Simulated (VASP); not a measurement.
Input of a VASP 6.6.1 run:

POSCAR

```
TiB
1.0
    0.0000000000      2.1535250000      1.9959500000
    2.1535250000      0.0000000000      1.9959500000
    2.1535250000      2.1535250000      0.0000000000
Ti B
1 1
Direct
    0.7500000000      0.7500000000      0.7500000000
    0.0000000000      0.0000000000      0.0000000000
```

INCAR.step1

```
  PREC = Accurate
  ENCUT = 520
  ISMEAR = 0
  SIGMA = 0.15
  LREAL = F
  LASPH = T
  NELM = 100
  NBANDS = 14
  GGA = PE
  ALGO = Normal
  EDIFF = 1E-4
  LWAVE = T
  LCHARG = F
```

File INCAR.step2:

```
  PREC = Accurate
  ENCUT = 520
  EDIFF = 1E-6
  ISMEAR = 0
  SIGMA = 0.15
  LREAL = F
  LASPH = T
  NELM = 100
  ALGO = Normal
  ISIF = 2
  LWAVE = F
  LCHARG = T
  METAGGA = R2SCAN
  LMIXTAU = T
  LELF = T
  LVHAR = T
  NBANDS = 14
  ISTART = 1
```

Contents of KPOINTS:

```
regular mesh
0
Gamma
  20 20 20
```

Potentials or basis: VASP PAW PBE potentials, release 64 (Ti_sv, B).

Launch:

```sh
$ cat potpaw_PBE.64/Ti_sv/POTCAR potpaw_PBE.64/B/POTCAR > POTCAR
$ cp INCAR.step1 INCAR
$ mpirun -np 1 vasp_std > vasp.out
$ cp INCAR.step2 INCAR
$ mpirun -np 1 vasp_std > vasp.out
```

Problem. Estimate the pressure.

Solution. 122.1 GPa.

Problem. Predict the band gap on the k mesh.

Solution. Zero (an odd number of electrons rules out a gap without spin polarisation).

Stress tensor (GPa, compression positive):
```
129.37   0.00   0.00
  0.00 129.37   0.00
  0.00   0.00 107.65
```

Caveat: the cell differs from its parent crystal (strain +0.025 along x and y, -0.050 along z); the stress differs along the axes, from 108 to 129 GPa; the PAW data sets were made with another functional, which shifts forces and pressure a little; an odd number of electrons without spin polarisation forces a metal; a magnetic or distorted state may lie lower.
